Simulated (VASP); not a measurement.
Write the native input for VASP 6.6.1 that does the following.

```yaml
Task: single point
Functional: PBE
Potentials_or_basis: VASP PAW PBE potentials, release 64 (Si)
Cutoff: 400 eV
k_mesh: 1 × 1 × 1
Occupations: gaussian, width 0.05 eV
Spin: no spin polarisation
Dipole_correction: no
Further_INCAR_settings: LREAL = Auto; ALGO = Normal; EDIFF = 1e-06; NBANDS = 163
```

The structure of Si (a cell with a defect) lies in POSCAR:

```
Si
1.0
   10.8600000000      0.0000000000      0.0000000000
    0.0000000000     10.8600000000      0.0000000000
    0.0000000000      0.0000000000     10.8600000000
Si
63
Direct
    0.5049372928      0.0046467772      0.0018279926
    0.6396965930      0.1393785451      0.1202740331
    0.7764639042      0.2761605893     -0.0021077348
    0.9563349908      0.4560026703      0.0202150092
    0.7523444751      0.0043511971      0.2471633517
    0.8779681400      0.1282028545      0.3728119705
   -0.0004792818      0.0006160221      0.0002508287
    0.1225394107      0.1276786372      0.1249187845
    0.2490775322      0.2492479742      0.0000231123
    0.3747641805      0.3746709945      0.1245816759
    0.5009081031      0.4992093002      0.0002534070
    0.6280065378      0.6222162983      0.1248902394
    0.7496092081      0.7487436464      0.0000134438
    0.8749906077      0.8744614180      0.1245810313
    0.2494903315      0.0007308471      0.2511219153
    0.3783058011      0.1258410681      0.3723604052
    0.5046719153      0.2520362799      0.2471505525
    0.6284678637      0.3776343462      0.3728772560
    0.7579486188      0.4983306630      0.2477698895
    0.8741998158      0.6251167587      0.3766844383
    0.5003011050     -0.0000027624      0.4994395948
    0.6254304788      0.1251096685      0.6234606814
    0.7507773481      0.2504405157      0.4987018416
    0.8749520258      0.3746389503      0.6250519337
    0.7480171271      0.0002323204      0.7511249540
    0.8759100368      0.1263623389      0.8738698895
    0.1063713628      0.6060287293      0.1233579190
    0.2415239411      0.7412103131      0.0039161142
    0.3736707182      0.8733776243      0.1245543278
   -0.0014033149      0.2577502762      0.2476614180
    0.1254064457      0.3738699816      0.3767069061
    0.2472738490      0.4988809392      0.2488557090
    0.3731701657      0.6246965930      0.3739320442
    0.5010819521      0.7492000921      0.2510861878
    0.6261587477      0.8779934622      0.3723837017
    0.0007235727     -0.0018554328      0.4999128913
    0.1281385820      0.1220030387      0.6229452118
    0.2529043278      0.2483438306      0.4999174954
    0.3730422652      0.3747444751      0.6285287293
    0.4984093923      0.5004281768      0.4999279926
    0.6223190608      0.6278123389      0.6229390424
    0.7486777164      0.7525862799      0.4999220994
    0.8750297422      0.8727800184      0.6285244936
    0.2498173112     -0.0030645488      0.7519437385
    0.3752133517      0.1235730203      0.8759373849
    0.5005642726      0.2477416206      0.7510859116
    0.6266561694      0.3756095764      0.8738913444
    0.7470949355      0.5017426335      0.7467660221
    0.8718563536      0.6129557090      0.8836639963
   -0.0007732044      0.7469597606      0.2488188766
    0.1249883057      0.8728372007      0.3739788214
    0.0005452118      0.5002333333      0.5014028545
    0.1243658379      0.6240455801      0.6280791897
    0.2492189687      0.7488797422      0.5013878453
    0.3747946593      0.8744780847      0.6247293738
    0.0020710866      0.2467886740      0.7467550645
    0.1132552486      0.3715067219      0.8837219153
    0.2435523020      0.4979594843      0.7574469613
    0.3719965009      0.6234516575      0.8779381215
    0.4972652855      0.7494950276      0.7519374770
    0.6238612339      0.8748772560      0.8759869245
   -0.0017057090      0.7432910681      0.7574069982
    0.1237674033      0.8716977901      0.8779566298
```

These files were run (other wordings do the same):

INCAR

```
PREC = Accurate ; ENCUT = 400
EDIFF = 1E-6 ; ISMEAR = 0
SIGMA = 0.05 ; LREAL = Auto
LASPH = True ; NELM = 120
ALGO = Normal ; ISIF = 2
LWAVE = False ; LCHARG = False
GGA = PE ; NBANDS = 163
GGA_COMPAT = False
```

KPOINTS

```
regular mesh
0
Gamma
  1 1 1
```

Potentials or basis: VASP PAW PBE potentials, release 64 (Si).

Run with:

```bash
$ cat potpaw_PBE.64/Si/POTCAR > POTCAR
$ mpirun -np 1 vasp_gam > vasp.out
```

Results of the run:

```
Pressure      : 1.3 GPa
Largest force : 0.343 eV/Å
```

Caveat: the k points lie up to 0.58 Å⁻¹ apart.

Run time: 5 min on 1 thread of Intel Xeon 8259CL, on a shared host, peak memory 0.71 GiB.
